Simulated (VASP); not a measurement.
Crystal: Al.

```
Al
1.0
     0.00000    1.99161    1.99161
     1.99161    0.00000    1.99161
     1.99161    1.99161    0.00000
Al
1
Direct
  0.00000 0.00000 0.00000
```

Base run:

* Program: VASP 6.6.1
* Functional: LDA
* Potentials or basis: VASP PAW LDA potentials, release 64 (Al)
* Cutoff: 520 eV
* k mesh: 14 × 14 × 14
* Occupations: methfessel-paxton, width 0.3 eV
* Spin: no spin polarisation

Its results: pressure -0.1 GPa.

**Question.** The run is repeated on the same cell with these changes: occupations from methfessel-paxton, width 0.3 eV to fermi-dirac, width 1 eV. What comes out?

**Answer.** Pressure 4.7 GPa.
